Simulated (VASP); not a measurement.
# Au (Fm-3m) in VASP: a series of runs

Runs on Au. Level: PBE. Tasks: single point, relaxation of cell and atoms.

Program: VASP 6.6.1. These are calculated values, not measurements. Logs are shortened: lines on timing, memory, paths and dates and some standing lists are left out, and cuts for length are marked.

### Step 1. The cell of the first run

It takes space group Fm-3m (No. 225, cubic). Conventional cell: a = 4.158 Å, b = 4.158 Å, c = 4.158 Å, α = 90.00°, β = 90.00°, γ = 90.00°. Within 3.9 Å of Au (site symmetry m-3m) lie 12 Au at 2.94 Å.

### Step 2. Single point, PBE

INCAR

```
SYSTEM = Au
  PREC = Accurate
  ENCUT = 520
  EDIFF = 1E-7
  ISMEAR = 0
  SIGMA = 0.3
  LREAL = .False.
  LASPH = .True.
  NELM = 100
  ALGO = Fast
  ISIF = 2
  LWAVE = .False.
  LCHARG = .False.
  GGA = PE
  NBANDS = 12
```

KPOINTS

```
Automatic mesh
0
Gamma
  32 32 32
  0 0 0
```

POSCAR

```
Au
1.0
    0.0000000000      2.0790000000      2.0790000000
    2.0790000000      0.0000000000      2.0790000000
    2.0790000000      2.0790000000      0.0000000000
Au
1
Direct
    0.0000000000      0.0000000000      0.0000000000
```

Potentials or basis: VASP PAW PBE potentials, release 64 (Au).

Started as:

```
$ cat potpaw_PBE.64/Au/POTCAR > POTCAR
$ mpirun -np 1 vasp_std > vasp.out
```

OUTCAR:

```text
SYSTEM = Au
   PREC = Accurate
   ENCUT = 520
   EDIFF = 1E-7
   ISMEAR = 0
   LREAL = .False.
   LASPH = .True.
   NELM = 100
   ISIF = 2
   GGA = PE

 ion  position               nearest neighbor table
   1  0.000  0.000  0.000-

  LATTYP: Found a face centered cubic cell.
 ALAT       =     4.1580000000

  Lattice vectors:

 A1 = (   0.0000000000,   2.0790000000,   2.0790000000)
 A2 = (   2.0790000000,   0.0000000000,   2.0790000000)
 A3 = (   2.0790000000,   2.0790000000,   0.0000000000)

Analysis of symmetry for initial positions (statically):
=====================================================================
 Subroutine PRICEL returns:
 Original cell was already a primitive cell.

 Routine SETGRP: Setting up the symmetry group for a
 face centered cubic supercell.

 Subroutine GETGRP returns: Found 48 space group operations
 (whereof 48 operations were pure point group operations)
 out of a pool of 48 trial point group operations.

The static configuration has the point symmetry O_h .

Analysis of symmetry for dynamics (positions and initial velocities):
=====================================================================
 Subroutine PRICEL returns:
 Original cell was already a primitive cell.

 Routine SETGRP: Setting up the symmetry group for a
 face centered cubic supercell.

 Subroutine GETGRP returns: Found 48 space group operations
 (whereof 48 operations were pure point group operations)
 out of a pool of 48 trial point group operations.

The dynamic configuration has the point symmetry O_h .

 Subroutine INISYM returns: Found 48 space group operations
 (whereof 48 operations are pure point group operations),
 and found     1 'primitive' translations

----------------------------------------------------------------------------------------

                                     Primitive cell

  volume of cell :      17.9719

  direct lattice vectors                    reciprocal lattice vectors
     0.000000000  2.079000000  2.079000000    -0.240500241  0.240500241  0.240500241
     2.079000000  0.000000000  2.079000000     0.240500241 -0.240500241  0.240500241
     2.079000000  2.079000000  0.000000000     0.240500241  0.240500241 -0.240500241

  length of vectors
     2.940149996  2.940149996  2.940149996     0.416558636  0.416558636  0.416558636

  position of ions in fractional coordinates (direct lattice)
     0.000000000  0.000000000  0.000000000

  ion indices of the primitive-cell ions
   primitive index   ion index
                 1           1

----------------------------------------------------------------------------------------

 KPOINTS: Automatic mesh

Automatic generation of k-mesh.
 Grid dimensions read from file:
 generate k-points for:   32   32   32

 Generating k-lattice:

  Cartesian coordinates                     Fractional coordinates (reciprocal lattice)
    -0.007515633  0.007515633  0.007515633     0.031250000  0.000000000  0.000000000
     0.007515633 -0.007515633  0.007515633     0.000000000  0.031250000  0.000000000
     0.007515633  0.007515633 -0.007515633     0.000000000  0.000000000  0.031250000

  Length of vectors
     0.013017457  0.013017457  0.013017457

  Shift w.r.t. Gamma in fractional coordinates (k-lattice)
     0.000000000  0.000000000  0.000000000

 Subroutine IBZKPT returns following result:
 ===========================================

 Found    897 irreducible k-points:

 Following reciprocal coordinates:
            Coordinates               Weight
  0.000000  0.000000  0.000000      1.000000
  0.031250  0.000000  0.000000      8.000000
  0.062500  0.000000  0.000000      8.000000
  0.093750  0.000000  0.000000      8.000000
  0.125000  0.000000  0.000000      8.000000
  0.156250  0.000000  0.000000      8.000000
[... 16 lines left out ...]
  0.187500  0.031250  0.000000     24.000000
  0.218750  0.031250  0.000000     24.000000
 [... further k-points ...]
   k-points           NKPTS =    897   k-points in BZ     NKDIM =    897   number of bands    NBANDS=     12
   number of dos      NEDOS =    301   number of ions     NIONS =      1
   total plane-waves  NPLWV =  13824
   dimension x,y,z NGX =    24 NGY =   24 NGZ =   24
   dimension x,y,z NGXF=    48 NGYF=   48 NGZF=   48
   ions per type =               1
   NGX,Y,Z   is equivalent  to a cutoff of  13.57, 13.57, 13.57 a.u.
   NGXF,Y,Z  is equivalent  to a cutoff of  27.14, 27.14, 27.14 a.u.
 SYSTEM =  Au
   PREC   = accura    normal or accurate (medium, high low for compatibility)
   ISTART =      0    job   : 0-new  1-cont  2-samecut
   ICHARG =      2    charge: 1-file 2-atom 10-const
   ISPIN  =      1    spin polarized calculation?
   LNONCOLLINEAR =      F non collinear calculations
   LSORBIT =      F    spin-orbit coupling
   LASPH  =      T    aspherical Exc in radial PAW
   ENCUT  =  520.0 eV  38.22 Ry    6.18 a.u.   5.47  5.47  5.47*2*pi/ulx,y,z
   NELM   =    100;   NELMIN=  2; NELMDL= -5     # of ELM steps
   EDIFF  = 0.1E-06   stopping-criterion for ELM
   LREAL  =      F    real-space projection
   EDIFFG = 0.1E-05   stopping-criterion for IOM
   NSW    =      0    number of steps for IOM
   IBRION =     -1    ionic relax: 0-MD 1-quasi-New 2-CG
   NFREE  =      0    steps in history (QN), initial steepest desc. (CG)
   ISIF   =      2    stress and relaxation
   ISYM   =      2    0-nonsym 1-usesym 2-fastsym
   POTIM  = 0.5000    time-step for ionic-motion
   TEBEG  =    0.0;   TEEND  =   0.0 temperature during run
   PSTRESS=    0.0 pullay stress
   NELECT =      11.0000    total number of electrons
   NUPDOWN=      -1.0000    fix difference up-down
   EMIN   =  10.00;   EMAX   =-10.00  energy-range for DOS
   EFERMI =   0.00;   METHOD = LEGACY
   ISMEAR =     0;   SIGMA  =   0.30  broadening in eV -4-tet -1-fermi 0-gaus
   EFERMI_NEDOS =   21; number of points for ismear=-14 and -15
   IALGO  =     68    algorithm
   IMIX   =      4    mixing-type and parameters
     AMIX     =   0.40;   BMIX     =  1.00
     AMIX_MAG =   1.60;   BMIX_MAG =  1.00
  volume/ion in A,a.u.               =      17.97       121.28
  Fermi-wavevector in a.u.,A,eV,Ry     =   1.389978  2.626677 26.286982  1.932039
  Thomas-Fermi vector in A             =   2.513957
   LORBIT       =      0    0 simple, 1 ext, 2 COOP (PROOUT), +10 PAW based schemes
   GGA     = PE    functional components
   LHFCALC =     F    Hartree Fock is set to
   AEXX    =    0.0000 exact exchange contribution
   IVDW    =     0    specifies the selected vdW correction
   LEPSILON=     F    determine dielectric tensor
   LRPA    =     F    only Hartree local field effects (RPA)
 non-spin polarized calculation
 RMM-DIIS sequential band-by-band and
 Gauss-broadening in eV      SIGMA  =   0.30
  energy-cutoff  :      520.00
  volume of cell :       17.97
 maximum number of plane-waves:       531
 NGX is ok and might be reduce to    24
   NGX = 11   NGY = 11   NGZ = 11

 number of electron      11.0000001 magnetization

 Free energy of the ion-electron system (eV)
  ---------------------------------------------------
  ext. energy  EPLUGINS =         0.00000000
  ---------------------------------------------------
  free energy    TOTEN  =        -3.22711607 eV

  energy without entropy =       -3.21414339  energy(sigma->0) =       -3.22062973

 E-fermi :   8.6285     XC(G=0): -12.4006

 val. band max:        8.6238835268   @ k =   0.5000   0.1875   0.0625
 cond. band min:       8.6353724299   @ k =   0.4375   0.4375   0.0000
 fundamental gap:      0.0114889031
 Fermi energy:         8.6285359900

 k-point     1 :       0.0000    0.0000    0.0000
  band No.  band energies     occupation
      1      -0.6934      2.00000
      2       4.1947      2.00000
      3       4.1947      2.00000
      4       4.1947      2.00000
      5       5.5728      2.00000
      6       5.5728      2.00000
      7      23.1946      0.00000
      8      26.8878      0.00000
      9      26.8878      0.00000
     10      26.8878      0.00000
     11      31.6271      0.00000
     12      35.7062      0.00000

 k-point     2 :       0.0312    0.0000    0.0000
  band No.  band energies     occupation
      1      -0.6608      2.00000
      2       4.1844      2.00000
      3       4.2058      2.00000
      4       4.2058      2.00000
      5       5.5678      2.00000
      6       5.5678      2.00000
      7      23.2314      0.00000
      8      26.6387      0.00000
      9      26.9236      0.00000
     10      26.9236      0.00000
     11      31.8464      0.00000
     12      35.1288      0.00000

 k-point     3 :       0.0625    0.0000    0.0000
  band No.  band energies     occupation
      1      -0.5635      2.00000
      2       4.1550      2.00000
      3       4.2380      2.00000
      4       4.2380      2.00000
      5       5.5541      2.00000
      6       5.5541      2.00000
      7      23.3341      0.00000
      8      26.0077      0.00000
      9      27.0285      0.00000
     10      27.0285      0.00000
     11      32.2687      0.00000
     12      34.3240      0.00000
[... 286 lines left out ...]
 k-point    23 :       0.1875    0.0312    0.0000
  band No.  band energies     occupation
      1       0.3100      2.00000
      2       3.9657      2.00000
      3       4.4475      2.00000
      4       4.4540      2.00000
      5       5.4483      2.00000
      6       5.6271      2.00000
      7      22.1769      0.00000
      8      24.2480      0.00000
      9      27.2336      0.00000
     10      28.2139      0.00000
     11      30.1052      0.00000
     12      32.2384      0.00000

 k-point    24 :       0.2187    0.0312    0.0000
  band No.  band energies     occupation
      1       0.6319      2.00000
      2       3.9614      2.00000
      3       4.4719      2.00000
      4       4.4795      2.00000
      5       5.5001      2.00000
      6       5.6917      2.00000
      7      21.0465      0.00000
      8      24.2888      0.00000
      9      27.2769      0.00000
     10      28.5722      0.00000
     11      29.6148      0.00000
     12      31.7784      0.00000

 [... further k-points ...]

------------------------ aborting loop because EDIFF is reached ----------------------------------------

  FORCE on cell =-STRESS in cart. coord.  units (eV):
  Direction    XX          YY          ZZ          XY          YZ          ZX
  --------------------------------------------------------------------------------------
  -------------------------------------------------------------------------------------
  Total       -0.0221464     -0.0221464     -0.0221464      0.0000000      0.0000000     -0.0000000
  in kB       -1.9743331     -1.9743331     -1.9743331      0.0000000      0.0000000     -0.0000000
  external PRESSURE =      -1.9743331 kB  Pullay stress =       0.0000000 kB

 VOLUME and BASIS-vectors are now :
 -----------------------------------------------------------------------------
  energy-cutoff  :      520.00
  volume of cell :       17.97
      direct lattice vectors                 reciprocal lattice vectors
     0.000000000  2.079000000  2.079000000    -0.240500241  0.240500241  0.240500241
     2.079000000  0.000000000  2.079000000     0.240500241 -0.240500241  0.240500241
     2.079000000  2.079000000  0.000000000     0.240500241  0.240500241 -0.240500241

 POSITION                                       TOTAL-FORCE (eV/Angst)
 -----------------------------------------------------------------------------------
      0.00000      0.00000      0.00000        -0.000000     -0.000000      0.000000
 -----------------------------------------------------------------------------------
    total drift:                               -0.000000      0.000000     -0.000000

  FREE ENERGIE OF THE ION-ELECTRON SYSTEM (eV)
  ---------------------------------------------------
  free  energy   TOTEN  =        -3.2271160732 eV

  energy  without entropy=       -3.2141433939  energy(sigma->0) =       -3.22062973
```

Wall time 55 s (1 thread of Intel Xeon 6975P-C (Granite Rapids), shared host); peak memory 0.31 GiB.

What came out:

| Property | Result |
| --- | --- |
| Free energy | -3.2271 eV |
| Pressure | -0.2 GPa |
| Band gap on the k mesh | zero (an odd number of electrons rules out a gap without spin polarisation) |

Caveat: so wide a smearing shifts energies and pressures; spin-orbit coupling is left out, which moves the levels of the heavy elements.

### Step 3. Relaxation of cell and atoms, PBE

INCAR

```
SYSTEM = Au
  PREC = Accurate
  ENCUT = 600
  EDIFF = 1E-6
  ISMEAR = 0
  SIGMA = 0.3
  LREAL = .FALSE.
  LASPH = .TRUE.
  NELM = 100
  ALGO = Fast
  ISIF = 3
  LWAVE = .FALSE.
  LCHARG = .FALSE.
  GGA = PE
  IBRION = 2
  NSW = 80
  EDIFFG = -0.003
```

KPOINTS

```
Automatic mesh
0
G
  32 32 32
  0 0 0
```

POSCAR is that of step 2.

Potentials or basis: VASP PAW PBE potentials, release 64 (Au).

Started as:

```
$ cat potpaw_PBE.64/Au/POTCAR > POTCAR
$ mpirun -np 1 vasp_std > vasp.out
```

Run time: 84 s. Hardware: 1 thread of Intel Xeon 6975P-C (Granite Rapids), shared host; peak memory 0.32 GiB.

It converged, with:

```yaml
Free_energy: -3.2270 eV
Relaxed_volume: 17.95 Å³/atom
Relaxed_cell: a = 2.939 Å, b = 2.939 Å, c = 2.939 Å, α = 60.00°, β = 60.00°, γ = 60.00°
Space_group_after_relaxing_to_0.1_Å: Fm-3m (No. 225)
Energy_gained_by_relaxing: 0.0 meV/atom
Ionic_steps: 4
Pressure_after_relaxing: 0.0 GPa
Band_gap_on_the_k_mesh: zero (an odd number of electrons rules out a gap without spin polarisation)
```

Final structure:
```cif
data_structure
_symmetry_space_group_name_H-M 'P 1'
_symmetry_Int_Tables_number 1
_cell_length_a 2.9389
_cell_length_b 2.9389
_cell_length_c 2.9389
_cell_angle_alpha 60.000
_cell_angle_beta 60.000
_cell_angle_gamma 60.000
_cell_volume 17.95
loop_
_atom_site_label
_atom_site_type_symbol
_atom_site_fract_x
_atom_site_fract_y
_atom_site_fract_z
_atom_site_occupancy
Au1 Au 0.00000 0.00000 0.00000 1
```

Levels at points of the mesh, in eV from the Fermi level:
| k point | band 4 | band 5 | band 6 | band 7 | band 8 | band 9 |
| --- | --- | --- | --- | --- | --- | --- |
| (0.00, 0.00, 0.00) | -4.44 | -3.06 | -3.06 | 14.56 | 18.27 | 18.27 |
| (0.50, 0.00, 0.00) | -1.96 | -1.96 | -0.73 | 2.78 | 14.00 | 16.72 |
| (0.50, 0.50, 0.00) | -1.67 | -1.67 | 1.15 | 5.35 | 9.84 | 9.84 |

Caveat: so wide a smearing shifts energies and pressures; spin-orbit coupling is left out, which moves the levels of the heavy elements.
